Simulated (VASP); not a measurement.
Here is a VASP 6.6.1 calculation.

Contents of INCAR:

```
PREC     = Accurate       # precision mode
ENCUT    = 520            # plane-wave cutoff, eV
EDIFF    = 1E-6           # SCF threshold, eV
ISMEAR   = 0              # smearing method
SIGMA    = 0.01           # smearing width, eV
LREAL    = F              # projectors in reciprocal space
LASPH    = T              # aspherical terms in the spheres
NELM     = 80             # most SCF steps
ALGO     = Normal         # electronic algorithm
ISIF     = 2              # what is computed and relaxed
LWAVE    = F              # write WAVECAR
LCHARG   = F              # write CHGCAR
GGA      = PS             # functional
IVDW     = 12             # dispersion correction
NBANDS   = 16             # bands
```

KPOINTS

```
regular mesh
0
Gamma
  3 3 2
```

Contents of POSCAR:

```
BN
1.0
    2.5360000000      0.0000000000      0.0000000000
   -1.2680000000      2.1962404200      0.0000000000
    0.0000000000      0.0000000000      4.1990000000
B N
2 2
Direct
    0.6666666700      0.3333333300      0.0000000000
    0.3333333300      0.6666666700      0.5000000000
    0.6666666700      0.3333333300      0.3750000000
    0.3333333300      0.6666666700      0.8750000000
```

Potentials or basis: VASP PAW PBE potentials, release 64 (B, N).

The run is started by

```sh
$ cat potpaw_PBE.64/B/POTCAR potpaw_PBE.64/N/POTCAR > POTCAR
$ mpirun -np 1 vasp_std > vasp.out
```

Question: Predict the dispersion energy per atom.

Answer: -0.145 eV.

Question: Predict the pressure.

Answer: 0.4 GPa.

Question: Estimate the band gap on the k mesh.

Answer: 4.91 eV, indirect (least direct gap 8.31 eV).

Question: Predict the largest force.

Answer: 0.188 eV/Å.

Forces in eV/Å, atoms in the order of the input:
```
B    0.000  0.000 -0.188
B    0.000  0.000 -0.188
N    0.000  0.000  0.188
N    0.000  0.000  0.188
```

Caveat: the k points lie up to 0.95 Å⁻¹ apart; three body term missing; the PAW data sets were made with another functional, which shifts forces and pressure a little. A k mesh can miss the band edges.
